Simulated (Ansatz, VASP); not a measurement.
**Ga4Sb3As in VASP and in Ansatz**

```
Ga Sb As
1.0
    -3.04976    3.04976    6.08936
     3.04976   -3.04976    6.08936
     3.04976    3.04976   -6.08936
Ga Sb As
4 3 1
Cartesian
  1.6012 1.6012 4.6196
  1.4485 1.4485 -1.4697
  -1.6012 1.6012 7.5591
  1.6012 -1.6012 7.5591
  0.0000 0.0000 6.0894
  0.0000 3.0498 3.0447
  3.0498 0.0000 3.0447
  0.0000 0.0000 0.0000
```

Alike in both runs: task single point; functional PBE; k mesh 4 × 4 × 4; occupations gaussian, width 0.1 eV; no spin polarisation.

|  | VASP | Ansatz |
| --- | --- | --- |
| version | VASP 6.6.1 | Ansatz 0.2.0 |
| potentials or method | VASP PAW PBE potentials, release 64 (Ga_d, Sb, As), cutoff 520 eV | scalar-relativistic, plane waves, PAW |
| valence electrons in the cell | 72 | 112 |

|  | VASP | Ansatz | Ansatz less VASP |
| --- | --- | --- | --- |
| gap on the k mesh at the Fermi level (eV) | none | none | - |
| pressure (GPa) | 0.1 | 0.1 | -0.08 |

A gap of «none» marks a metal or a gap that the smearing closes. VASP's potentials hold 72 valence electrons a cell and Ansatz's 112, so a difference there can come from the potentials and not from the codes.

The k mesh is coarse, so the values compare programs but aren't converged. Spin-orbit coupling is off throughout.
